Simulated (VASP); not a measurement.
Here is a VASP 6.6.1 calculation.

The input INCAR:

```
SYSTEM = In
PREC = Accurate
ENCUT = 520
EDIFF = 1E-6
ISMEAR = -1
SIGMA = 0.1
LREAL = .False.
LASPH = .True.
NELM = 80
ALGO = Normal
ISIF = 2
LWAVE = .False.
LCHARG = .False.
GGA = PS
NBANDS = 12
```

Contents of KPOINTS:

```
regular mesh
0
Gamma
  16 16 16
  0 0 0
```

File POSCAR:

```
In
1.0
   -1.8308266263      1.8308266263      1.8308266263
    1.8308266263     -1.8308266263      1.8308266263
    1.8308266263      1.8308266263     -1.8308266263
In
1
Direct
    0.0000000000      0.0000000000      0.0000000000
```

Potentials or basis: VASP PAW PBE potentials, release 64 (In_d).

The run is started by

```console
$ cat potpaw_PBE.64/In_d/POTCAR > POTCAR
$ mpirun -np 1 vasp_std > vasp.out
```

**Question.** Estimate the pressure.

**Answer.** 2.6 GPa.

Caveat: the PAW data sets were made with another functional, which shifts forces and pressure a little.
